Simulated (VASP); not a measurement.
A run of VASP 6.6.1:

Contents of INCAR:

```
PREC = Accurate
ENCUT = 520
EDIFF = 1E-7
ISMEAR = 0
SIGMA = 0.15
LREAL = False
LASPH = True
NELM = 60
ALGO = Normal
ISIF = 2
LWAVE = False
LCHARG = False
GGA = PS
NBANDS = 16
```

Contents of KPOINTS:

```
Automatic mesh
0
Gamma
  18 18 18
```

The input POSCAR:

```
WC
1.0
    0.0000000000      2.1926840000      2.1926840000
    2.1926840000      0.0000000000      2.1926840000
    2.1926840000      2.1926840000      0.0000000000
W C
1 1
Direct
   -0.0080621145      0.0000000000      0.0000000000
    0.5000000000      0.5000000000      0.5000000000
```

Potentials or basis: VASP PAW PBE potentials, release 64 (W_sv, C).

Command:

```console
$ cat potpaw_PBE.64/W_sv/POTCAR potpaw_PBE.64/C/POTCAR > POTCAR
$ mpirun -np 1 vasp_std > vasp.out
```

Hardware: 1 thread of Intel Xeon 6975P-C, on a shared host.

Question: How long does it take, and how much memory?

Answer: It took 2.3 min on 1 thread of Intel Xeon 6975P-C (shared host), peak memory 0.39 GiB. Counts: scf iterations 13, k points 865.
